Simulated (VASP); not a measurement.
Crystal: HfRu3.

```
CELL_PARAMETERS angstrom
3.95577 0.00000 0.00000
0.00000 3.95577 0.00000
0.00000 0.00000 3.95577
ATOMIC_POSITIONS crystal
Hf 0.00000 0.00000 0.00000
Ru 0.50000 0.50000 0.00000
Ru 0.50000 0.00000 0.50000
Ru 0.00000 0.50000 0.50000
```

Program: VASP 6.6.1. Alike in all runs: task single point; no spin polarisation; cell as given; k mesh 6 × 6 × 6; cutoff (eV) 520; smearing gaussian 0.15 eV.

Problem. Order these runs on this cell by their pressure, lowest first.
A. level PBE; potentials or basis VASP PAW PBE potentials, release 64 (Hf_pv, Ru_pv)
B. level r2SCAN; potentials or basis VASP PAW PBE potentials, release 64 (Hf_pv, Ru_pv)
C. level revPBE; potentials or basis VASP PAW PBE potentials, release 64 (Hf_pv, Ru_pv)
D. level LDA; potentials or basis VASP PAW LDA potentials, release 64 (Hf_pv, Ru_pv)
E. level PBEsol; potentials or basis VASP PAW PBE potentials, release 64 (Hf_pv, Ru_pv)

Solution. D (-15.0 GPa), E (-10.4 GPa), B (-6.2 GPa), A (-1.8 GPa), C (1.0 GPa).

Caveats: the PAW data sets were made with another functional, which shifts forces and pressure a little (some runs).
